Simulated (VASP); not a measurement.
Runs of VASP 6.6.1 on KI. The structure is that of space group Pm-3m (No. 221), or close to it. The cells are those of the table. 

```csv
task,level,potentials or basis,cell,k mesh,cutoff (eV),smearing,gap on the mesh (eV),pressure (GPa),relaxed volume (Å³/atom)
relaxation of cell and atoms,PBEsol,"VASP PAW PBE potentials, release 64 (K_sv, I)","relaxed from a = 4.340 Å, 2 atoms",6 × 6 × 6,600,fermi-dirac 0.02 eV,3.29,0.0,37.86
single point,LDA,"VASP PAW LDA potentials, release 64 (K_sv, I)","a = 4.291 Å, 2 atoms",6 × 6 × 6,520,gaussian 0.01 eV,(a),-1.7,-
relaxation of cell and atoms,r2SCAN,"VASP PAW PBE potentials, release 64 (K_sv, I)","relaxed from a = 4.340 Å, 2 atoms",6 × 6 × 6,600,fermi-dirac 0.02 eV,4.03,0.0,39.60
single point,PBEsol,"VASP PAW PBE potentials, release 64 (K_sv, I)","a = 4.229 Å, 2 atoms",6 × 6 × 6,520,fermi-dirac 0.02 eV,3.29,0.0,-
single point,PBE,"VASP PAW PBE potentials, release 64 (K_sv, I)","a = 4.291 Å, 2 atoms",4 × 4 × 4,520,gaussian 0.01 eV,(b),0.6,-
```

Alike in all rows: no spin polarisation.

Q: Fill in the values left out.

A: (a) 3.00; (b) 3.33.

Caveats: spin-orbit coupling is left out, which moves the levels of the heavy elements; the PAW data sets were made with another functional, which shifts forces and pressure a little (at least some runs).

A k mesh can miss the band edges, and the runs leave out spin-orbit coupling on I.
